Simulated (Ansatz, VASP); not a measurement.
# Ba3SbP in VASP and in Ansatz

```xyz
5
Lattice="6.1132 0.0000 0.0000 0.0000 6.1132 0.0000 0.0000 0.0000 6.1132" Properties=species:S:1:pos:R:3 pbc="T T T"
Ba    3.0566    3.0566    0.0000
Ba    3.0566    0.0000    3.0566
Ba    0.0000    3.0566    3.0566
Sb    0.0000    0.0000    0.0000
P     3.0566    3.0566    3.0566
```

Alike in both runs: task single point; functional PBE; k mesh 5 × 5 × 5; occupations fermi-dirac, width 0.05 eV; no spin polarisation.

```csv
,VASP,Ansatz
version,VASP 6.6.1,Ansatz 0.2.0
potentials or method,"VASP PAW PBE potentials, release 64 (Ba_sv, Sb, P)",Ansatz PAW
plane-wave cutoff (eV),520,420
valence electrons in the cell,40,50
```

VASP gave:

```
gap on the k mesh at the Fermi level (eV) : 0.29
least direct gap on the mesh (eV)         : 0.29
pressure (GPa)                            : -0.1
```

**Question.** What did Ansatz give for the same quantities?

**Answer.** gap on the k mesh at the Fermi level (eV): 0.39; least direct gap on the mesh (eV): 0.39; pressure (GPa): -0.5.

The functional is the same, so the differences come from potentials, cutoffs and numerics. VASP's potentials hold 40 valence electrons a cell and Ansatz's 50, so a difference there can come from the potentials and not from the codes.

Spin-orbit coupling is off throughout. Noted on Ansatz's run: odd divisions of the mesh miss points on the zone boundary, where band edges often lie, so the gap on the mesh can be too wide.
